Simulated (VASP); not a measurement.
# BN (pbe) (F-43m) in VASP: notebook, part 2 of 2

VASP 6.6.1. Earlier steps stand in the parts before.

## 3. Single point, PBE

Input file INCAR:

```
SYSTEM = BN
  PREC = Accurate
  ENCUT = 600
  EDIFF = 1E-6
  ISMEAR = 0
  SIGMA = 0.02
  LREAL = .False.
  LASPH = .True.
  NELM = 120
  ALGO = Normal
  ISIF = 2
  LWAVE = .False.
  LCHARG = .False.
  GGA = PE
  NBANDS = 11
  GGA_COMPAT = .False.
```

Input file KPOINTS:

```
Automatic mesh
0
Gamma
  12 12 12
  0 0 0
```

Input file POSCAR:

```
BN
1.0
    0.0000000000      1.8120428284      1.8120428284
    1.8120428284      0.0000000000      1.8120428284
    1.8120428284      1.8120428284      0.0000000000
B N
1 1
Direct
    0.0000000000      0.0000000000      0.0000000000
    0.2500000000      0.2500000000      0.2500000000
```

Potentials or basis: VASP PAW PBE potentials, release 64 (B, N).

Launch:

```
> cat potpaw_PBE.64/B/POTCAR potpaw_PBE.64/N/POTCAR > POTCAR
> mpirun -np 1 vasp_std > vasp.out
```

OUTCAR:

```text
SYSTEM = BN
   PREC = Accurate
   ENCUT = 600
   EDIFF = 1E-6
   ISMEAR = 0
   LREAL = .False.
   LASPH = .True.
   NELM = 120
   ISIF = 2
   GGA = PE

 ion  position               nearest neighbor table
   1  0.000  0.000  0.000-   2 1.57   2 1.57   2 1.57   2 1.57
   2  0.250  0.250  0.250-   1 1.57   1 1.57   1 1.57   1 1.57

  LATTYP: Found a face centered cubic cell.
 ALAT       =     3.6240856568

  Lattice vectors:

 A1 = (   0.0000000000,   1.8120428284,   1.8120428284)
 A2 = (   1.8120428284,   0.0000000000,   1.8120428284)
 A3 = (   1.8120428284,   1.8120428284,   0.0000000000)

Analysis of symmetry for initial positions (statically):
=====================================================================
 Subroutine PRICEL returns:
 Original cell was already a primitive cell.

 Routine SETGRP: Setting up the symmetry group for a
 face centered cubic supercell.

 Subroutine GETGRP returns: Found 24 space group operations
 (whereof 24 operations were pure point group operations)
 out of a pool of 48 trial point group operations.

The static configuration has the point symmetry T_d .

Analysis of symmetry for dynamics (positions and initial velocities):
=====================================================================
 Subroutine PRICEL returns:
 Original cell was already a primitive cell.

 Routine SETGRP: Setting up the symmetry group for a
 face centered cubic supercell.

 Subroutine GETGRP returns: Found 24 space group operations
 (whereof 24 operations were pure point group operations)
 out of a pool of 48 trial point group operations.

The dynamic configuration has the point symmetry T_d .

 Subroutine INISYM returns: Found 24 space group operations
 (whereof 24 operations are pure point group operations),
 and found     1 'primitive' translations

----------------------------------------------------------------------------------------

                                     Primitive cell

  volume of cell :      11.8997

  direct lattice vectors                    reciprocal lattice vectors
[... 112 lines left out ...]
   GGA     = PE    functional components
   LHFCALC =     F    Hartree Fock is set to
   AEXX    =    0.0000 exact exchange contribution
   IVDW    =     0    specifies the selected vdW correction
   LEPSILON=     F    determine dielectric tensor
   LRPA    =     F    only Hartree local field effects (RPA)
 non-spin polarized calculation
 Gauss-broadening in eV      SIGMA  =   0.02
  energy-cutoff  :      600.00
  volume of cell :       11.90
 maximum number of plane-waves:       415
   NGX = 11   NGY = 11   NGZ = 11

 number of electron       7.9999999 magnetization

 Free energy of the ion-electron system (eV)
  ---------------------------------------------------
  ext. energy  EPLUGINS =         0.00000000
  ---------------------------------------------------
  free energy    TOTEN  =       -17.45462780 eV

  energy without entropy =      -17.45462780  energy(sigma->0) =      -17.45462780

 E-fermi :   7.4116     XC(G=0): -12.7850

 val. band max:        7.3100667442   @ k =   0.0000   0.0000   0.0000
 cond. band min:      11.7615423279   @ k =   0.5000   0.5000   0.0000
 fundamental gap:      4.4514755837
 Fermi energy:         7.4116175047

 k-point     1 :       0.0000    0.0000    0.0000
  band No.  band energies     occupation
      1     -12.8353      2.00000
      2       7.3101      2.00000
      3       7.3101      2.00000
      4       7.3101      2.00000
      5      16.0940      0.00000
      6      16.0940      0.00000
      7      16.0940      0.00000
      8      17.5378      0.00000
      9      31.9212      0.00000
     10      34.9849      0.00000
     11      34.9849      0.00000
[... 309 lines left out ...]
 k-point    24 :      -0.4167    0.1667    0.0000
  band No.  band energies     occupation
      1      -8.2936      2.00000
      2      -2.6229      2.00000
      3       3.2123      2.00000
      4       4.7625      2.00000
      5      16.5852      0.00000
      6      19.4229      0.00000
      7      19.4965      0.00000
      8      22.9022      0.00000
      9      28.2710      0.00000
     10      32.5674      0.00000
     11      33.8392      0.00000

 [... further k-points ...]
[... 5 lines left out ...]
  --------------------------------------------------------------------------------------
  -------------------------------------------------------------------------------------
  Total        0.0115057      0.0115057      0.0115057      0.0000000     -0.0000000     -0.0000000
  in kB        1.5491314      1.5491314      1.5491314      0.0000000     -0.0000000     -0.0000000
  external PRESSURE =       1.5491314 kB  Pullay stress =       0.0000000 kB

 VOLUME and BASIS-vectors are now :
 -----------------------------------------------------------------------------
  energy-cutoff  :      600.00
  volume of cell :       11.90
      direct lattice vectors                 reciprocal lattice vectors
     0.000000000  1.812042828  1.812042828    -0.275931668  0.275931668  0.275931668
     1.812042828  0.000000000  1.812042828     0.275931668 -0.275931668  0.275931668
     1.812042828  1.812042828  0.000000000     0.275931668  0.275931668 -0.275931668

 POSITION                                       TOTAL-FORCE (eV/Angst)
 -----------------------------------------------------------------------------------
      0.00000      0.00000      0.00000        -0.000000     -0.000000     -0.000000
      0.90602      0.90602      0.90602         0.000000      0.000000      0.000000
 -----------------------------------------------------------------------------------
    total drift:                                0.000000      0.000000      0.000000

  FREE ENERGIE OF THE ION-ELECTRON SYSTEM (eV)
  ---------------------------------------------------
  free  energy   TOTEN  =       -17.4546277981 eV

  energy  without entropy=      -17.4546277981  energy(sigma->0) =      -17.45462780
```

stdout:

```text
POSCAR found type information on POSCAR B N
 POSCAR found :  2 types and       2 ions
 scaLAPACK will be used
 LDA part: xc-table for (Slater+PW92), standard interpolation
 POSCAR, INCAR and KPOINTS ok, starting setup
 FFT: planning ... GRIDC
 FFT: planning ... GRID_SOFT
 FFT: planning ... GRID
 WAVECAR not read
 entering main loop
```

Run time: 4.3 s. Hardware: 1 thread of Intel Xeon 6975P-C (Granite Rapids), shared host; peak memory 0.12 GiB.

Results:

* Free energy: -17.4546 eV
* Pressure: 0.2 GPa
* Band gap on the k mesh: 4.45 eV, indirect (least direct gap 8.78 eV)

Levels at points of the mesh, in eV from the valence-band top:
```csv
k point,band 1,band 2,band 3,band 4,band 5,band 6,band 7,band 8,band 9
"(0.00, 0.00, 0.00)",-20.15,0.00,0.00,0.00,8.78,8.78,8.78,10.23,24.61
"(0.50, 0.00, 0.00)",-15.96,-10.62,-1.93,-1.93,10.05,10.66,10.66,15.18,23.35
"(0.50, 0.50, 0.00)",-14.61,-8.87,-4.87,-4.87,4.45,9.19,17.80,17.80,20.66
```

A k mesh can miss the band edges. As with any semilocal functional, this PBE gap is likely too small.
